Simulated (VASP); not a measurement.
# Si in VASP: a series of runs

Si is run at these levels: PBEsol; tasks: single point, relaxation of the atoms.

Program: VASP 6.6.1. These are calculated values, not measurements. Logs are shortened: lines on timing, memory, paths and dates and some standing lists are left out, and cuts for length are marked.

**1. The cell of the first run**

The cell holds a slab with vacuum, 12 atoms: a = 3.842 Å, b = 5.433 Å, c = 24.604 Å, α = 90.00°, β = 90.00°, γ = 90.00°.

**2. Single point, PBEsol**

The input, INCAR:

```
PREC = Accurate
ENCUT = 520
EDIFF = 1E-7
ISMEAR = 0
SIGMA = 0.05
LREAL = False
LASPH = True
NELM = 100
ALGO = Normal
ISIF = 2
LWAVE = False
LCHARG = False
LDIPOL = True
IDIPOL = 3
DIPOL = 0.5 0.5 0.500
GGA = PS
NBANDS = 36
```

The input, KPOINTS:

```
regular mesh
0
Gamma
  9 7 1
```

The input, POSCAR:

```
Si
1.0
    3.8417168285      0.0000000000      0.0000000000
    0.0000000000      5.4330080417      0.0000000000
    0.0000000000      0.0000000000     24.6042920713
Si
12
Direct
    0.5000000000      0.0000000000      0.3048248646
    0.0000000000      0.2500000000      0.3048248646
    0.0000000000      0.5000000000      0.3828949188
    0.5000000000      0.7500000000      0.3828949188
    0.5000000000      0.0000000000      0.4609649729
    0.0000000000      0.2500000000      0.4609649729
    0.0000000000      0.5000000000      0.5390350271
    0.5000000000      0.7500000000      0.5390350271
    0.5000000000      0.0000000000      0.6171050812
    0.0000000000      0.2500000000      0.6171050812
    0.0000000000      0.5000000000      0.6951751354
    0.5000000000      0.7500000000      0.6951751354
```

Potentials or basis: VASP PAW PBE potentials, release 64 (Si).

Run with:

```
$ cat potpaw_PBE.64/Si/POTCAR > POTCAR
$ mpirun -np 1 vasp_std > vasp.out
```

OUTCAR:

```text
PREC = Accurate
   ENCUT = 520
   EDIFF = 1E-7
   ISMEAR = 0
   LREAL = False
   LASPH = True
   NELM = 100
   ISIF = 2
   GGA = PS

 ion  position               nearest neighbor table
   1  0.500  0.000  0.305-   2 2.35   2 2.35   4 2.35
   2  0.000  0.250  0.305-   1 2.35   1 2.35   3 2.35
   3  0.000  0.500  0.383-   6 2.35   4 2.35   4 2.35   2 2.35
   4  0.500  0.750  0.383-   5 2.35   3 2.35   3 2.35   1 2.35
   5  0.500  0.000  0.461-   4 2.35   6 2.35   6 2.35   8 2.35
   6  0.000  0.250  0.461-   3 2.35   5 2.35   5 2.35   7 2.35
   7  0.000  0.500  0.539-  10 2.35   8 2.35   8 2.35   6 2.35
   8  0.500  0.750  0.539-   9 2.35   7 2.35   7 2.35   5 2.35
   9  0.500  0.000  0.617-   8 2.35  10 2.35  10 2.35  12 2.35
  10  0.000  0.250  0.617-   7 2.35   9 2.35   9 2.35  11 2.35
  11  0.000  0.500  0.695-  12 2.35  12 2.35  10 2.35
  12  0.500  0.750  0.695-  11 2.35  11 2.35   9 2.35

  LATTYP: Found a simple orthorhombic cell.
 ALAT       =     3.8417168285
 B/A-ratio  =     1.4142135624
 C/A-ratio  =     6.4045043322

  Lattice vectors:

 A1 = (   3.8417168285,   0.0000000000,   0.0000000000)
 A2 = (   0.0000000000,   5.4330080417,   0.0000000000)
 A3 = (   0.0000000000,   0.0000000000,  24.6042920713)

Analysis of symmetry for initial positions (statically):
=====================================================================
 Subroutine PRICEL returns:
 Original cell was already a primitive cell.

 Routine SETGRP: Setting up the symmetry group for a
 simple orthorhombic supercell.

 Subroutine GETGRP returns: Found  8 space group operations
 (whereof  2 operations were pure point group operations)
 out of a pool of  8 trial point group operations.

The static configuration has the point symmetry C_1h.
 The point group associated with its full space group is D_2h.

Analysis of symmetry for dynamics (positions and initial velocities):
=====================================================================
 Subroutine PRICEL returns:
 Original cell was already a primitive cell.

 Routine SETGRP: Setting up the symmetry group for a
 simple orthorhombic supercell.

 Subroutine GETGRP returns: Found  8 space group operations
 (whereof  2 operations were pure point group operations)
 out of a pool of  8 trial point group operations.

The dynamic configuration has the point symmetry C_1h.
 The point group associated with its full space group is D_2h.

 Subroutine INISYM returns: Found  8 space group operations
 (whereof  2 operations are pure point group operations),
[... 130 lines left out ...]
     AMIX     =   0.40;   BMIX     =  1.00
     AMIX_MAG =   1.60;   BMIX_MAG =  1.00
  volume/ion in A,a.u.               =      42.80       288.80
  Fermi-wavevector in a.u.,A,eV,Ry     =   0.742956  1.403983  7.510192  0.551984
  Thomas-Fermi vector in A             =   1.837957
   LORBIT       =      0    0 simple, 1 ext, 2 COOP (PROOUT), +10 PAW based schemes
   GGA     = PS    functional components
   LHFCALC =     F    Hartree Fock is set to
   AEXX    =    0.0000 exact exchange contribution
   IVDW    =     0    specifies the selected vdW correction
   LEPSILON=     F    determine dielectric tensor
   LRPA    =     F    only Hartree local field effects (RPA)
 non-spin polarized calculation
 Gauss-broadening in eV      SIGMA  =   0.05
  energy-cutoff  :      520.00
  volume of cell :      513.54
 maximum number of plane-waves:     13871
 NGX is ok and might be reduce to    30

 dipolmoment           0.000000      0.000000     -0.000000 electrons x Angstroem

 number of electron      47.9999997 magnetization

 dipolmoment           0.000000      0.000000      0.000000 electrons x Angstroem

 Free energy of the ion-electron system (eV)
  ---------------------------------------------------
  ext. energy  EPLUGINS =         0.00000000
  ---------------------------------------------------
  free energy    TOTEN  =       -63.91427289 eV

  energy without entropy =      -63.90297286  energy(sigma->0) =      -63.90862287

 E-fermi :   0.0706     XC(G=0):  -5.1658

 val. band max:        0.0666151229   @ k =   0.2222   0.4286   0.0000
 cond. band min:       0.0768870398   @ k =   0.1111   0.2857   0.0000
 fundamental gap:      0.0102719170
 Fermi energy:         0.0705502118

 k-point     1 :       0.0000    0.0000    0.0000
  band No.  band energies     occupation
      1     -11.7503      2.00000
      2     -11.0710      2.00000
      3     -10.1335      2.00000
      4      -9.0632      2.00000
      5      -8.1693      2.00000
      6      -7.8388      2.00000
[... 769 lines left out ...]
     35       3.8709      0.00000
     36       4.3218      0.00000

------------------------ aborting loop because EDIFF is reached ----------------------------------------

 vacuum level on the upper side and lower side of the slab       (xc-potential included)        -0.090        -0.090

  FORCE on cell =-STRESS in cart. coord.  units (eV):
  Direction    XX          YY          ZZ          XY          YZ          ZX
  --------------------------------------------------------------------------------------
  -------------------------------------------------------------------------------------
  Total       -2.1647455     -3.2152149     -1.3776696      0.0000000      0.0000000      0.0000000
  in kB       -6.7536859    -10.0309951     -4.2981253      0.0000000      0.0000000      0.0000000
  external PRESSURE =      -7.0276021 kB  Pullay stress =       0.0000000 kB

 VOLUME and BASIS-vectors are now :
 -----------------------------------------------------------------------------
  energy-cutoff  :      520.00
  volume of cell :      513.54
      direct lattice vectors                 reciprocal lattice vectors
     3.841716829  0.000000000  0.000000000     0.260300289  0.000000000  0.000000000
     0.000000000  5.433008042  0.000000000     0.000000000  0.184060099  0.000000000
     0.000000000  0.000000000 24.604292071     0.000000000  0.000000000  0.040643315

 POSITION                                       TOTAL-FORCE (eV/Angst)
 -----------------------------------------------------------------------------------
      1.92086      0.00000      7.50000         0.000000      0.515410      0.227514
      0.00000      1.35825      7.50000         0.000000     -0.515410      0.227514
      0.00000      2.71650      9.42086        -0.000000      0.100325     -0.257342
      1.92086      4.07476      9.42086         0.000000     -0.100325     -0.257342
      1.92086      0.00000     11.34172        -0.000000      0.140112     -0.011350
      0.00000      1.35825     11.34172        -0.000000     -0.140112     -0.011350
      0.00000      2.71650     13.26258         0.000000      0.140112      0.011350
      1.92086      4.07476     13.26258        -0.000000     -0.140112      0.011350
      1.92086      0.00000     15.18343         0.000000      0.100325      0.257342
      0.00000      1.35825     15.18343        -0.000000     -0.100325      0.257342
      0.00000      2.71650     17.10429         0.000000      0.515410     -0.227514
      1.92086      4.07476     17.10429         0.000000     -0.515410     -0.227514
 -----------------------------------------------------------------------------------
    total drift:                               -0.000000      0.000000     -0.000000

  FREE ENERGIE OF THE ION-ELECTRON SYSTEM (eV)
  ---------------------------------------------------
  free  energy   TOTEN  =       -63.9142728862 eV

  energy  without entropy=      -63.9029728599  energy(sigma->0) =      -63.90862287

 vacuum level on the upper side and lower side of the slab         4.936         4.936
```

stdout:

```text
POSCAR found type information on POSCAR Si
 POSCAR found :  1 types and      12 ions
 scaLAPACK will be used
 -----------------------------------------------------------------------------
|                                                                             |
|                                                                             |
|     You enforced a specific xc type in the INCAR file but a different       |
|     I HOPE YOU KNOW WHAT YOU ARE DOING!                                     |
|                                                                             |
 -----------------------------------------------------------------------------

 LDA part: xc-table for (Slater+PW92), standard interpolation
 POSCAR, INCAR and KPOINTS ok, starting setup
 FFT: planning ... GRIDC
 FFT: planning ... GRID_SOFT
 FFT: planning ... GRID
 WAVECAR not read
 entering main loop
```

It took 6.9 min on 1 thread of Intel Xeon Platinum 8488C (Sapphire Rapids), shared host; peak memory 0.63 GiB.

Results:

```yaml
Free_energy: -63.9143 eV
Largest_force: 0.563 eV/Å
Band_gap_on_the_k_mesh: zero (bands 24 and 25 overlap by 0.39 eV)
```

Forces in eV/Å, atoms in the order of the input:
```
Si   0.000  0.515  0.228
Si   0.000 -0.515  0.228
Si   0.000  0.100 -0.257
Si   0.000 -0.100 -0.257
Si   0.000  0.140 -0.011
Si   0.000 -0.140 -0.011
Si   0.000  0.140  0.011
Si   0.000 -0.140  0.011
Si   0.000  0.100  0.257
Si   0.000 -0.100  0.257
Si   0.000  0.515 -0.228
Si   0.000 -0.515 -0.228
```

Caveat: the PAW data sets were made with another functional, which shifts forces and pressure a little.

**3. Single point, PBEsol**

The input, INCAR:

```
ALGO     = Normal         # electronic algorithm
DIPOL    = 0.5 0.5 0.500
EDIFF    = 1E-6           # SCF threshold, eV
ENCUT    = 520            # plane-wave cutoff, eV
GGA      = PS             # functional
IDIPOL   = 3            
ISIF     = 2              # what is computed and relaxed
ISMEAR   = 0              # smearing method
LASPH    = True           # aspherical terms in the spheres
LCHARG   = False          # write CHGCAR
LDIPOL   = True         
LREAL    = False          # projectors in reciprocal space
LWAVE    = False          # write WAVECAR
NBANDS   = 36             # bands
NELM     = 60             # most SCF steps
PREC     = Accurate       # precision mode
SIGMA    = 0.05           # smearing width, eV
```

The input, KPOINTS:

```
k-points
0
Gamma
  9 7 1
```

The input, POSCAR:

```
Si
1.0
    3.8417168285      0.0000000000      0.0000000000
    0.0000000000      5.4330080417      0.0000000000
    0.0000000000      0.0000000000     24.6042920713
Si
12
Direct
    0.5000000000      0.0159024637      0.3134568840
    0.0000000000      0.2340975363      0.3134568840
    0.0000000000      0.5070372460      0.3840187660
    0.5000000000      0.7429627540      0.3840187660
    0.5000000000      0.0014019102      0.4609288232
    0.0000000000      0.2485980898      0.4609288232
    0.0000000000      0.5014019096      0.5390711732
    0.5000000000      0.7485980904      0.5390711732
    0.5000000000      0.0070372422      0.6159812332
    0.0000000000      0.2429627578      0.6159812332
    0.0000000000      0.5159024586      0.6865431205
    0.5000000000      0.7340975414      0.6865431205
```

Potentials or basis: VASP PAW PBE potentials, release 64 (Si).

Run with:

```
$ cat potpaw_PBE.64/Si/POTCAR > POTCAR
$ mpirun -np 1 vasp_std > vasp.out
```

It took 7.3 min on 1 thread of Intel Xeon Platinum 8488C (Sapphire Rapids), shared host; peak memory 0.63 GiB.

It converged, with:

```
Free energy            : -64.1088 eV
Largest force          : 0.011 eV/Å
Band gap on the k mesh : zero (bands 24 and 25 overlap by 0.44 eV)
```

Forces on the atoms (eV/Å):
```
Si   0.000 -0.008 -0.008
Si   0.000  0.008 -0.008
Si   0.000 -0.005 -0.001
Si   0.000  0.005 -0.001
Si   0.000  0.000 -0.002
Si   0.000  0.000 -0.002
Si   0.000  0.000  0.002
Si   0.000  0.000  0.002
Si   0.000 -0.005  0.001
Si   0.000  0.005  0.001
Si   0.000 -0.008  0.008
Si   0.000  0.008  0.008
```

Levels at points of the mesh, in eV from the Fermi level:
| k point | band 22 | band 23 | band 24 | band 25 | band 26 | band 27 |
| --- | --- | --- | --- | --- | --- | --- |
| (0.00, 0.00, 0.00) | -0.37 | -0.35 | 0.30 | 0.50 | 0.68 | 1.00 |

Caveat: the PAW data sets were made with another functional, which shifts forces and pressure a little.

**4. Relaxation of the atoms, PBEsol**

This run uses another cell than the first one: it holds 8 atoms, not 12.

The input, INCAR:

```
SYSTEM = Si
ALGO = Fast
DIPOL = 0.5 0.5 0.500
EDIFF = 1E-6
EDIFFG = -0.03
ENCUT = 520
GGA = PS
IBRION = 2
IDIPOL = 3
ISIF = 2
ISMEAR = 0
LASPH = .TRUE.
LCHARG = .FALSE.
LDIPOL = .TRUE.
LREAL = .FALSE.
LWAVE = .FALSE.
NELM = 100
NSW = 90
PREC = Accurate
SIGMA = 0.05
```

The input, KPOINTS:

```
k-points
0
G
  8 6 1
  0 0 0
```

The input, POSCAR:

```
Si
1.0
    3.8417168262      0.0000000000      0.0000000000
    0.0000000000      5.4330080385      0.0000000000
    0.0000000000      0.0000000000     22.7625752394
Si
8
Selective dynamics
Direct
    0.5000000000      0.0000000000      0.3734199628  F F F
    0.0000000000      0.2500000000      0.3734199628  F F F
    0.0000000000      0.5000000000      0.4578066543  F F F
    0.5000000000      0.7500000000      0.4578066543  F F F
    0.5000000000      0.0000000000      0.5421933457  T T T
    0.0000000000      0.2500000000      0.5421933457  T T T
    0.0000000000      0.5000000000      0.6265800372  T T T
    0.5000000000      0.7500000000      0.6265800372  T T T
```

Run with:

```
$ cat potpaw_PBE.64/Si/POTCAR > POTCAR
$ mpirun -np 1 vasp_std > vasp.out
```

It took 26 min on 1 thread of Oxide Virtual Turin-like, shared host; peak memory 0.56 GiB.

It converged, with:

```
Free energy               : -41.1989 eV
Energy gained by relaxing : 6.6 meV/atom
Ionic steps               : 13
Band gap on the k mesh    : zero (bands 16 and 17 overlap by 0.29 eV)
```

The path:
```csv
step,energy change (eV),largest force on free atoms (eV/Å),pressure (GPa)
1,0.0000,0.4671,-0.61
2,-0.0240,0.2908,-0.54
3,-0.0367,0.2609,-0.44
4,-0.0434,0.0842,-0.37
5,-0.0435,0.0983,-0.37
6,-0.0452,0.0835,-0.34
7,-0.0480,0.1276,-0.26
8,-0.0495,0.0956,-0.24
9,-0.0520,0.0603,-0.17
10,-0.0520,0.0775,-0.15
11,-0.0526,0.0439,-0.12
12,-0.0528,0.0550,-0.10
13,-0.0530,0.0162,-0.09
```

Final structure:
```yaml
crystal:
  lattice:
    - [3.84172, 0.00000, 0.00000]
    - [0.00000, 5.43301, 0.00000]
    - [0.00000, 0.00000, 22.76258]
  atoms:
    - { symbol: Si, position: [0.50000, 0.00000, 0.37342] }
    - { symbol: Si, position: [0.00000, 0.25000, 0.37342] }
    - { symbol: Si, position: [0.00000, 0.50000, 0.45781] }
    - { symbol: Si, position: [0.50000, 0.75000, 0.45781] }
    - { symbol: Si, position: [0.50000, 0.00449, 0.54237] }
    - { symbol: Si, position: [0.00000, 0.24551, 0.54237] }
    - { symbol: Si, position: [0.00000, 0.50995, 0.62143] }
    - { symbol: Si, position: [0.50000, 0.74005, 0.62143] }
```

Levels at points of the mesh, in eV from the Fermi level:
```
           k point  band 14  band 15  band 16  band 17  band 18  band 19
(0.00, 0.00, 0.00)    -0.81    -0.24    -0.05     0.46     0.85     1.77
(0.50, 0.00, 0.00)    -2.34    -0.68    -0.68     0.20     0.20     1.67
(0.00, 0.50, 0.00)    -1.10    -0.46    -0.24     0.17     0.29     2.04
(0.50, 0.50, 0.00)    -1.78    -0.71    -0.71     0.54     0.54     2.91
```

Caveat: the PAW data sets were made with another functional, which shifts forces and pressure a little.

**5. Overview**

```tsv
task	cell	k mesh	atoms held fixed (from 0)	gap on the mesh (eV)	largest force (eV/Å)
single point	a = 3.842, b = 5.433, c = 24.604 Å, 12 atoms, atomic positions A	9 × 7 × 1	-	none	0.56
single point	a = 3.842, b = 5.433, c = 24.604 Å, 12 atoms, atomic positions B	9 × 7 × 1	-	none	0.01
relaxation of the atoms	atoms relaxed from a = 3.842, b = 5.433, c = 22.763 Å, 8 atoms, atomic positions C	8 × 6 × 1	[0, 1, 2, 3]	none	-
```

Alike in all rows: level PBEsol; potentials or basis VASP PAW PBE potentials, release 64 (Si); no spin polarisation; cutoff (eV) 520; smearing gaussian 0.05 eV.

Caveats: the PAW data sets were made with another functional, which shifts forces and pressure a little.

Total energies depend on the potentials used, so only differences within one code and one set of settings carry meaning.
